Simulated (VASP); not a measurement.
# SrTiO3: single point with PBEsol

Crystal: SrTiO3.

```
CELL_PARAMETERS angstrom
-3.89112 0.00000 -3.89112
0.00000 -3.89112 -3.89112
-3.89112 -3.89112 0.00000
ATOMIC_POSITIONS crystal
Sr 0.00000 0.00000 0.99821
Sr 0.50000 0.50000 0.50179
Ti 0.25000 0.25000 0.25000
Ti 0.75000 0.75000 0.75000
O 0.52044 0.02044 0.47956
O 0.97956 0.47956 0.02044
O 0.47956 0.97956 0.02044
O 0.02044 0.52044 0.47956
O 0.50000 0.50000 0.04089
O 0.00000 0.00000 0.45911
```

This cell differs from its parent crystal: atoms displaced along a vibrational mode.

```
Program             : VASP 6.6.1
Task                : single point
Functional          : PBEsol
Potentials or basis : VASP PAW PBE potentials, release 64 (Sr_sv, Ti_sv, O)
Cutoff              : 520 eV
k mesh              : 6 × 6 × 6
Occupations         : gaussian, width 0.05 eV
Spin                : no spin polarisation
```

* Pressure: 1.7 GPa
* Largest force: 2.515 eV/Å
* Band gap on the k mesh: 1.69 eV

Forces on the atoms (eV/Å):
```
Sr  -0.322 -0.322  0.000
Sr   0.322  0.322  0.000
Ti   0.000  0.000  0.000
Ti   0.000  0.000  0.000
O    0.000  0.000  1.774
O    0.000  0.000 -1.774
O    0.000  0.000 -1.774
O    0.000  0.000  1.774
O    1.778  1.778  0.000
O   -1.778 -1.778  0.000
```

Stress tensor (GPa, compression positive):
```
 1.56 -1.10  0.00
-1.10  1.56  0.00
 0.00  0.00  1.95
```

Levels at points of the mesh, in eV from the valence-band top:
```csv
k point,band 37,band 38,band 39,band 40,band 41,band 42,band 43,band 44
"(0.00, 0.00, 0.00)",-0.34,-0.33,-0.27,0.00,1.69,1.72,1.75,3.77
"(0.50, 0.00, 0.00)",-0.92,-0.92,-0.64,-0.64,2.92,2.92,3.16,3.16
"(0.00, 0.00, 0.50)",-0.99,-0.93,-0.84,-0.40,2.98,3.06,3.10,3.19
"(0.50, 0.50, 0.00)",-1.17,-0.89,-0.76,-0.29,1.82,3.21,3.43,3.53
"(0.00, 0.50, 0.50)",-1.42,-0.73,-0.66,-0.22,1.86,3.40,3.41,3.58
```

It took 4.2 min on 1 thread of Intel(R) Xeon(R) 6975P-C (Granite Rapids) (shared host), peak memory 0.39 GiB.

Caveat: the cell differs from its parent crystal (atoms displaced along a vibrational mode); the PAW data sets were made with another functional, which shifts forces and pressure a little. A k mesh can miss the band edges.
